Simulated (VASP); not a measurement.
# TiAl (P4/mmm) in VASP: notebook

The runs below take TiAl through single point, with PBE.

All numbers are computed with VASP 6.6.1; they aren't measurements. Logs are shortened: lines on timing, memory, paths and dates and some standing lists are left out, and cuts for length are marked.

## Step 1: The cell of the first run

The structure is tetragonal, space group P4/mmm (No. 123). The conventional cell has a = 3.816 Å, b = 3.816 Å, c = 2.592 Å, α = 90.00°, β = 90.00°, γ = 90.00°. Within 3.4 Å of Ti (site symmetry 4/mmm) lie 2 Ti at 2.59 Å and 4 Al at 2.70 Å. Within 3.4 Å of Al (site symmetry 4/mmm) lie 2 Al at 2.59 Å and 4 Ti at 2.70 Å.

The cell was built from a structure type or drawn by symmetry, and may not be a known phase.

## Step 2: Single point, PBE, collinear spin

The input, INCAR:

```
ALGO = Normal
EDIFF = 1E-6
ENCUT = 520
GGA = PE
ISIF = 2
ISMEAR = 0
ISPIN = 2
LASPH = True
LCHARG = False
LMAXMIX = 4
LORBIT = 11
LREAL = False
LWAVE = False
MAGMOM = 1 0
NBANDS = 18
NELM = 150
PREC = Accurate
SIGMA = 0.1
```

The input, KPOINTS:

```
k-points
0
Gamma
  4 4 6
```

The input, POSCAR:

```
TiAl
1.0
    3.8157947328      0.0000000000      0.0000000000
    0.0000000000      3.8157947328      0.0000000000
    0.0000000000      0.0000000000      2.5917981908
Ti Al
1 1
Direct
    0.0000000000      0.0000000000      0.5000000000
    0.5000000000      0.5000000000      0.5000000000
```

Potentials or basis: VASP PAW PBE potentials, release 64 (Ti_sv, Al).

Started as:

```console
$ cat potpaw_PBE.64/Ti_sv/POTCAR potpaw_PBE.64/Al/POTCAR > POTCAR
$ mpirun -np 1 vasp_std > vasp.out
```

OUTCAR:

```text
EDIFF = 1E-6
   ENCUT = 520
   GGA = PE
   ISIF = 2
   ISMEAR = 0
   ISPIN = 2
   LASPH = True
   LORBIT = 11
   LREAL = False
   NELM = 150
   PREC = Accurate

 ion  position               nearest neighbor table
   1  0.000  0.000  0.500-   2 2.70   2 2.70   2 2.70   2 2.70
   2  0.500  0.500  0.500-   1 2.70   1 2.70   1 2.70   1 2.70

  LATTYP: Found a simple tetragonal cell.
 ALAT       =     3.8157947328
 C/A-ratio  =     0.6792289345

  Lattice vectors:

 A1 = (   3.8157947328,   0.0000000000,   0.0000000000)
 A2 = (   0.0000000000,   3.8157947328,   0.0000000000)
 A3 = (   0.0000000000,   0.0000000000,   2.5917981908)

Analysis of symmetry for initial positions (statically):
=====================================================================
 Subroutine PRICEL returns:
 Original cell was already a primitive cell.

 Routine SETGRP: Setting up the symmetry group for a
 simple tetragonal supercell.

 Subroutine GETGRP returns: Found 16 space group operations
 (whereof 16 operations were pure point group operations)
 out of a pool of 16 trial point group operations.

The static configuration has the point symmetry D_4h.

Analysis of symmetry for dynamics (positions and initial velocities):
=====================================================================
 Subroutine PRICEL returns:
 Original cell was already a primitive cell.

 Routine SETGRP: Setting up the symmetry group for a
 simple tetragonal supercell.

 Subroutine GETGRP returns: Found 16 space group operations
 (whereof 16 operations were pure point group operations)
 out of a pool of 16 trial point group operations.

The dynamic configuration has the point symmetry D_4h.

Analysis of structural, dynamic, and magnetic symmetry:
=====================================================================
 Subroutine PRICEL returns:
 Original cell was already a primitive cell.

 Routine SETGRP: Setting up the symmetry group for a
 simple tetragonal supercell.

 Subroutine GETGRP returns: Found 16 space group operations
 (whereof 16 operations were pure point group operations)
 out of a pool of 16 trial point group operations.

The overall configuration has the point symmetry D_4h.

 Subroutine INISYM returns: Found 16 space group operations
 (whereof 16 operations are pure point group operations),
 and found     1 'primitive' translations

----------------------------------------------------------------------------------------

                                     Primitive cell

  volume of cell :      37.7373

  direct lattice vectors                    reciprocal lattice vectors
     3.815794733  0.000000000  0.000000000     0.262068604  0.000000000  0.000000000
     0.000000000  3.815794733  0.000000000     0.000000000  0.262068604  0.000000000
     0.000000000  0.000000000  2.591798191     0.000000000  0.000000000  0.385832509

  length of vectors
     3.815794733  3.815794733  2.591798191     0.262068604  0.262068604  0.385832509

  position of ions in fractional coordinates (direct lattice)
     0.000000000  0.000000000  0.500000000
     0.500000000  0.500000000  0.500000000

  ion indices of the primitive-cell ions
   primitive index   ion index
                 1           1
                 2           2

----------------------------------------------------------------------------------------

 KPOINTS: k-points

Automatic generation of k-mesh.
 Grid dimensions read from file:
 generate k-points for:    4    4    6

 Generating k-lattice:

  Cartesian coordinates                     Fractional coordinates (reciprocal lattice)
     0.065517151  0.000000000  0.000000000     0.250000000  0.000000000  0.000000000
     0.000000000  0.065517151  0.000000000     0.000000000  0.250000000  0.000000000
     0.000000000  0.000000000  0.064305418     0.000000000  0.000000000  0.166666667

  Length of vectors
     0.065517151  0.065517151  0.064305418

  Shift w.r.t. Gamma in fractional coordinates (k-lattice)
     0.000000000  0.000000000  0.000000000

 Subroutine IBZKPT returns following result:
 ===========================================

 Found     24 irreducible k-points:

 Following reciprocal coordinates:
            Coordinates               Weight
  0.000000  0.000000  0.000000      1.000000
  0.250000  0.000000  0.000000      4.000000
  0.500000  0.000000  0.000000      2.000000
  0.250000  0.250000  0.000000      4.000000
  0.500000  0.250000  0.000000      4.000000
  0.500000  0.500000  0.000000      1.000000
[... 16 lines left out ...]
  0.500000  0.250000  0.500000      4.000000
  0.500000  0.500000  0.500000      1.000000
   k-points           NKPTS =     24   k-points in BZ     NKDIM =     24   number of bands    NBANDS=     18
   number of dos      NEDOS =    301   number of ions     NIONS =      2
   total plane-waves  NPLWV =  15680
   dimension x,y,z NGX =    28 NGY =   28 NGZ =   20
   dimension x,y,z NGXF=    56 NGYF=   56 NGZF=   40
   ions per type =               1   1
   NGX,Y,Z   is equivalent  to a cutoff of  12.20, 12.20, 12.83 a.u.
   NGXF,Y,Z  is equivalent  to a cutoff of  24.40, 24.40, 25.66 a.u.
 SYSTEM =  unknown system
   PREC   = accura    normal or accurate (medium, high low for compatibility)
   ISTART =      0    job   : 0-new  1-cont  2-samecut
   ICHARG =      2    charge: 1-file 2-atom 10-const
   ISPIN  =      2    spin polarized calculation?
   LNONCOLLINEAR =      F non collinear calculations
   LSORBIT =      F    spin-orbit coupling
   LASPH  =      T    aspherical Exc in radial PAW
   ENCUT  =  520.0 eV  38.22 Ry    6.18 a.u.   7.09  7.09  4.82*2*pi/ulx,y,z
   NELM   =    150;   NELMIN=  2; NELMDL= -5     # of ELM steps
   EDIFF  = 0.1E-05   stopping-criterion for ELM
   LREAL  =      F    real-space projection
   EDIFFG = 0.1E-04   stopping-criterion for IOM
   NSW    =      0    number of steps for IOM
   IBRION =     -1    ionic relax: 0-MD 1-quasi-New 2-CG
   NFREE  =      0    steps in history (QN), initial steepest desc. (CG)
   ISIF   =      2    stress and relaxation
   ISYM   =      2    0-nonsym 1-usesym 2-fastsym
   POTIM  = 0.5000    time-step for ionic-motion
   TEBEG  =    0.0;   TEEND  =   0.0 temperature during run
   PSTRESS=    0.0 pullay stress
   NELECT =      15.0000    total number of electrons
   NUPDOWN=      -1.0000    fix difference up-down
   EMIN   =  10.00;   EMAX   =-10.00  energy-range for DOS
   EFERMI =   0.00;   METHOD = LEGACY
   ISMEAR =     0;   SIGMA  =   0.10  broadening in eV -4-tet -1-fermi 0-gaus
   EFERMI_NEDOS =   21; number of points for ismear=-14 and -15
   IALGO  =     38    algorithm
   IMIX   =      4    mixing-type and parameters
     AMIX     =   0.40;   BMIX     =  1.00
     AMIX_MAG =   1.60;   BMIX_MAG =  1.00
  volume/ion in A,a.u.               =      18.87       127.33
  Fermi-wavevector in a.u.,A,eV,Ry     =   1.203691  2.274645 19.713086  1.448871
  Thomas-Fermi vector in A             =   2.339437
   LORBIT       =     11    0 simple, 1 ext, 2 COOP (PROOUT), +10 PAW based schemes
   GGA     = PE    functional components
   LHFCALC =     F    Hartree Fock is set to
   AEXX    =    0.0000 exact exchange contribution
   IVDW    =     0    specifies the selected vdW correction
   LEPSILON=     F    determine dielectric tensor
   LRPA    =     F    only Hartree local field effects (RPA)
 spin polarized calculation
 Gauss-broadening in eV      SIGMA  =   0.10
  energy-cutoff  :      520.00
  volume of cell :       37.74
 maximum number of plane-waves:      1032
   NGX = 15   NGY = 15   NGZ =  9

 number of electron      15.0000008 magnetization       0.0021860

 Free energy of the ion-electron system (eV)
  ---------------------------------------------------
  ext. energy  EPLUGINS =         0.00000000
  ---------------------------------------------------
  free energy    TOTEN  =       -10.57140272 eV

  energy without entropy =      -10.56060640  energy(sigma->0) =      -10.56600456

 E-fermi :   6.8404     XC(G=0): -10.3209

 val. band max:        6.7801348151   @ k =   0.0000   0.0000   0.3333
 cond. band min:       6.9003605952   @ k =   0.5000   0.0000   0.5000
 fundamental gap:      0.1202257801
 Fermi energy:         6.8403863357

 spin component 1

 k-point     1 :       0.0000    0.0000    0.0000
  band No.  band energies     occupation
      1     -49.8329      1.00000
      2     -26.1705      1.00000
      3     -26.1705      1.00000
      4     -25.4503      1.00000
      5      -1.5704      1.00000
      6       5.5873      1.00000
[... 10 lines left out ...]
     17      19.4982      0.00000
     18      20.7976      0.00000

 k-point     2 :       0.2500    0.0000    0.0000
  band No.  band energies     occupation
      1     -49.8322      1.00000
      2     -26.1847      1.00000
      3     -26.1694      1.00000
      4     -25.4498      1.00000
      5      -0.9485      1.00000
      6       4.1567      1.00000
[... 10 lines left out ...]
     17      19.9012      0.00000
     18      21.0882      0.00000

 k-point     3 :       0.5000    0.0000    0.0000
  band No.  band energies     occupation
      1     -49.8316      1.00000
      2     -26.1988      1.00000
      3     -26.1683      1.00000
      4     -25.4494      1.00000
      5       0.1960      1.00000
      6       2.1983      1.00000
[... 412 lines left out ...]
 k-point    23 :       0.5000    0.2500    0.5000
  band No.  band energies     occupation
      1     -49.6887      1.00000
      2     -26.3876      1.00000
      3     -26.0787      1.00000
      4     -26.0668      1.00000
      5       4.2525      1.00000
      6       5.3963      1.00000
[... 10 lines left out ...]
     17      16.6912      0.00000
     18      20.4060      0.00000

 k-point    24 :       0.5000    0.5000    0.5000
  band No.  band energies     occupation
      1     -49.6882      1.00000
      2     -26.3861      1.00000
      3     -26.0772      1.00000
      4     -26.0772      1.00000
      5       5.1350      1.00000
      6       5.4321      1.00000
[... 10 lines left out ...]
     17      16.3035      0.00000
     18      23.9471      0.00000
 Fermi energy:         6.8403863357

 spin component 2

 k-point     1 :       0.0000    0.0000    0.0000
  band No.  band energies     occupation
      1     -49.8313      1.00000
      2     -26.1690      1.00000
      3     -26.1690      1.00000
      4     -25.4484      1.00000
      5      -1.5701      1.00000
      6       5.5881      1.00000
[... 10 lines left out ...]
     17      19.4993      0.00000
     18      20.7979      0.00000

 k-point     2 :       0.2500    0.0000    0.0000
  band No.  band energies     occupation
      1     -49.8306      1.00000
      2     -26.1832      1.00000
      3     -26.1679      1.00000
      4     -25.4479      1.00000
      5      -0.9483      1.00000
      6       4.1573      1.00000
[... 10 lines left out ...]
     17      19.9013      0.00000
     18      21.0888      0.00000

 k-point     3 :       0.5000    0.0000    0.0000
  band No.  band energies     occupation
      1     -49.8299      1.00000
      2     -26.1973      1.00000
      3     -26.1668      1.00000
      4     -25.4475      1.00000
      5       0.1960      1.00000
      6       2.1990      1.00000
[... 412 lines left out ...]
 k-point    23 :       0.5000    0.2500    0.5000
  band No.  band energies     occupation
      1     -49.6871      1.00000
      2     -26.3856      1.00000
      3     -26.0772      1.00000
      4     -26.0653      1.00000
      5       4.2530      1.00000
      6       5.3969      1.00000
[... 10 lines left out ...]
     17      16.6924      0.00000
     18      20.4062      0.00000

 k-point    24 :       0.5000    0.5000    0.5000
  band No.  band energies     occupation
      1     -49.6865      1.00000
      2     -26.3841      1.00000
      3     -26.0757      1.00000
      4     -26.0757      1.00000
      5       5.1357      1.00000
      6       5.4335      1.00000
[... 10 lines left out ...]
     17      16.3050      0.00000
     18      23.9471      0.00000

------------------------ aborting loop because EDIFF is reached ----------------------------------------

  FORCE on cell =-STRESS in cart. coord.  units (eV):
  Direction    XX          YY          ZZ          XY          YZ          ZX
  --------------------------------------------------------------------------------------
  -------------------------------------------------------------------------------------
  Total       -0.0851638     -0.0851638      0.9594255      0.0000000     -0.0000000      0.0000000
  in kB       -3.6157175     -3.6157175     40.7334000      0.0000000     -0.0000000      0.0000000
  external PRESSURE =      11.1673217 kB  Pullay stress =       0.0000000 kB

 VOLUME and BASIS-vectors are now :
 -----------------------------------------------------------------------------
  energy-cutoff  :      520.00
  volume of cell :       37.74
      direct lattice vectors                 reciprocal lattice vectors
     3.815794733  0.000000000  0.000000000     0.262068604  0.000000000  0.000000000
     0.000000000  3.815794733  0.000000000     0.000000000  0.262068604  0.000000000
     0.000000000  0.000000000  2.591798191     0.000000000  0.000000000  0.385832509

 POSITION                                       TOTAL-FORCE (eV/Angst)
 -----------------------------------------------------------------------------------
      0.00000      0.00000      1.29590         0.000000      0.000000      0.000000
      1.90790      1.90790      1.29590         0.000000      0.000000      0.000000
 -----------------------------------------------------------------------------------
    total drift:                               -0.000000     -0.000000     -0.000000

  FREE ENERGIE OF THE ION-ELECTRON SYSTEM (eV)
  ---------------------------------------------------
  free  energy   TOTEN  =       -10.5714027235 eV

  energy  without entropy=      -10.5606064039  energy(sigma->0) =      -10.56600456

 total charge

# of ion       s       p       d       tot
------------------------------------------
    1        2.220   6.058   2.029  10.307
    2        0.475   0.368   0.000   0.843
--------------------------------------------------
tot          2.695   6.426   2.029  11.150

 magnetization (x)

# of ion       s       p       d       tot
------------------------------------------
    1        0.000   0.000   0.001   0.001
    2       -0.000  -0.000   0.000  -0.000
--------------------------------------------------
tot          0.000   0.000   0.001   0.001
```

It took 23 s on 1 thread of Intel Xeon Platinum 8488C (Sapphire Rapids), shared host; peak memory 0.16 GiB.

What came out:

```
Free energy                                           : -10.5714 eV
Pressure                                              : 1.1 GPa
Net moment                                            : 0.00 μB per cell
Valence electrons inside the program's atomic spheres : Ti 10.31; Al 0.84
```

Stress tensor (GPa, compression positive):
```
-0.36  0.00  0.00
 0.00 -0.36  0.00
 0.00  0.00  4.07
```

Caveat: the k points lie up to 0.41 Å⁻¹ apart.

## Step 3: Single point, PBE

This run uses another cell than the first one: it holds 4 atoms, not 2.

The input, INCAR:

```
SYSTEM = TiAl
PREC     = Accurate       ! precision mode
ENCUT    = 520            ! plane-wave cutoff, eV
EDIFF    = 1E-6           ! SCF threshold, eV
ISMEAR   = 0              ! smearing method
SIGMA    = 0.1            ! smearing width, eV
LREAL    = .FALSE.        ! projectors in reciprocal space
LASPH    = .TRUE.         ! aspherical terms in the spheres
NELM     = 100            ! most SCF steps
ALGO     = Normal         ! electronic algorithm
ISIF     = 2              ! what is computed and relaxed
LWAVE    = .FALSE.        ! write WAVECAR
LCHARG   = .TRUE.         ! write CHGCAR
GGA      = PE             ! functional
LELF     = .TRUE.         ! ELF
LVHAR    = .TRUE.       
NBANDS   = 23             ! bands
```

The input, KPOINTS:

```
regular mesh
0
G
  6 6 6
  0 0 0
```

The input, POSCAR:

```
TiAl
1.0
   -2.6981743312      2.6981743312      2.5917981908
    2.6981743312     -2.6981743312      2.5917981908
    2.6981743312      2.6981743312     -2.5917981908
Ti Al
2 2
Direct
    0.7500000152      0.7500000152      0.0000000000
    0.2499999848      0.2499999848      0.0000000000
    0.7500000000      0.2500000000      0.5000000000
    0.2500000000      0.7500000000      0.5000000000
```

Potentials or basis: VASP PAW PBE potentials, release 64 (Ti_sv, Al).

Started as:

```console
$ cat potpaw_PBE.64/Ti_sv/POTCAR potpaw_PBE.64/Al/POTCAR > POTCAR
$ mpirun -np 1 vasp_std > vasp.out
```

Run time: 53 s. Hardware: 1 thread of Intel Xeon Platinum 8488C (Sapphire Rapids), shared host; peak memory 0.22 GiB.

It converged, with:

```
Free energy            : -21.2198 eV
Pressure               : -0.1 GPa
Band gap on the k mesh : zero (bands 15 and 16 overlap by 1.22 eV)
```

Levels at points of the mesh, in eV from the Fermi level:
```csv
k point,band 13,band 14,band 15,band 16,band 17,band 18
"(0.00, 0.00, 0.00)",-1.28,-1.25,-0.77,0.45,1.14,1.14
"(0.50, 0.00, 0.00)",-1.39,-1.39,0.48,0.48,0.89,0.89
"(0.50, 0.50, 0.00)",-1.10,-1.08,-0.96,-0.06,0.39,1.46
"(0.50, 0.50, 0.50)",-2.72,-1.59,-0.33,-0.33,0.42,1.23
```
